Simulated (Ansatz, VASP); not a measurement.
**GaSb3 in VASP and in Ansatz**

```xyz
4
Lattice="4.7129 0.0000 0.0000 0.0000 4.7129 0.0000 0.0000 0.0000 4.7129" Properties=species:S:1:pos:R:3 pbc="T T T"
Ga    0.0000    0.0000    0.0000
Sb    0.0000    2.3565    2.3565
Sb    2.3565    0.0000    2.3565
Sb    2.3565    2.3565    0.0000
```

Change from the starting cell: species swapped into the NdPd3 type (Pm-3m, No. 221).

Alike in both runs: functional PBE; k mesh 4 × 4 × 4; occupations gaussian, width 0.2 eV; no spin polarisation.

Ansatz relaxed the structure, and its values are those at the end. VASP's run is a single point on that final structure, the one shown.

```csv
,VASP,Ansatz
version,VASP 6.6.1,Ansatz 0.2.0
potentials or method,"VASP PAW PBE potentials, release 64 (Ga_d, Sb), cutoff 500 eV","scalar-relativistic, plane waves, PAW"
valence electrons in the cell,28,58
```

|  | VASP | Ansatz | Ansatz less VASP |
| --- | --- | --- | --- |
| gap on the k mesh at the Fermi level (eV) | none | none | - |
| pressure (GPa) | 0.3 | 0.4 | +0.08 |

A gap of «none» marks a metal or a gap that the smearing closes. VASP's potentials hold 28 valence electrons a cell and Ansatz's 58, so a difference there can come from the potentials and not from the codes.

Neither program's run includes spin-orbit coupling.
